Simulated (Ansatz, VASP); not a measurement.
One calculation of Zr2TiC3, two programs

```
CELL_PARAMETERS angstrom
-1.63086 1.63086 6.87581
1.63086 -1.63086 6.87581
1.63086 1.63086 -6.87581
ATOMIC_POSITIONS crystal
Zr 0.83654 0.83654 0.00000
Zr 0.16346 0.16346 0.00000
Ti 0.50000 0.50000 0.00000
C 0.66124 0.66124 0.00000
C 0.33876 0.33876 0.00000
C 0.00000 0.00000 0.00000
```

Alike in both runs: functional PBE; k mesh 16 × 16 × 16; occupations gaussian, width 0.1 eV; no spin polarisation.

Ansatz relaxed the structure, and its values are those at the end. VASP's run is a single point on that final structure, the one shown.

```csv
,VASP,Ansatz
version,VASP 6.6.1,Ansatz 0.2.0
potentials or method,"VASP PAW PBE potentials, release 64 (Zr_sv, Ti_sv, C), cutoff 520 eV","scalar-relativistic, plane waves, PAW"
valence electrons in the cell,48,48
```

|  | VASP | Ansatz | Ansatz less VASP |
| --- | --- | --- | --- |
| gap on the k mesh at the Fermi level (eV) | none | none | - |
| pressure (GPa) | 0.3 | 0.0 | -0.27 |

A gap of «none» marks a metal or a gap that the smearing closes.
